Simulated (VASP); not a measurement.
A run of VASP 6.6.1 is set up as follows.

INCAR

```
SYSTEM = AlV2C
  PREC = Accurate
  ENCUT = 600
  EDIFF = 1E-7
  ISMEAR = 0
  SIGMA = 0.05
  LREAL = .False.
  LASPH = .True.
  NELM = 80
  ALGO = Normal
  ISIF = 4
  LWAVE = .False.
  LCHARG = .False.
  GGA = PE
  IBRION = 2
  NSW = 60
  EDIFFG = -0.01
```

File KPOINTS:

```
Automatic mesh
0
Gamma
  14 14 4
  0 0 0
```

Contents of POSCAR:

```
AlV2C
1.0
    2.8886129639      0.0000000000      0.0000000000
   -1.4443064820      2.5016122084      0.0000000000
    0.0000000000      0.0000000000     13.0426580713
Al V C
2 4 2
Direct
    0.3333333333      0.6666666667      0.2500000000
    0.6666666667      0.3333333333      0.7500000000
    0.3333333333      0.6666666667      0.5848020878
    0.6666666667      0.3333333333      0.4151979122
    0.6666666667      0.3333333333      0.0848020878
    0.3333333333      0.6666666667      0.9151979122
    0.0000000000      0.0000000000      0.0000000000
    0.0000000000      0.0000000000      0.5000000000
```

Potentials or basis: VASP PAW PBE potentials, release 64 (Al, V_sv, C).

Command:

```console
$ cat potpaw_PBE.64/Al/POTCAR potpaw_PBE.64/V_sv/POTCAR potpaw_PBE.64/C/POTCAR > POTCAR
$ mpirun -np 1 vasp_std > vasp.out
```

Task: Estimate the band gap on the k mesh.

Result: Zero (bands 33 and 34 overlap by 1.65 eV).

Forces on the atoms (eV/Å):
```
Al   0.000  0.000  0.000
Al   0.000  0.000  0.000
V    0.000  0.000  0.004
V    0.000  0.000 -0.004
V    0.000  0.000  0.004
V    0.000  0.000 -0.004
C    0.000  0.000  0.000
C    0.000  0.000  0.000
```
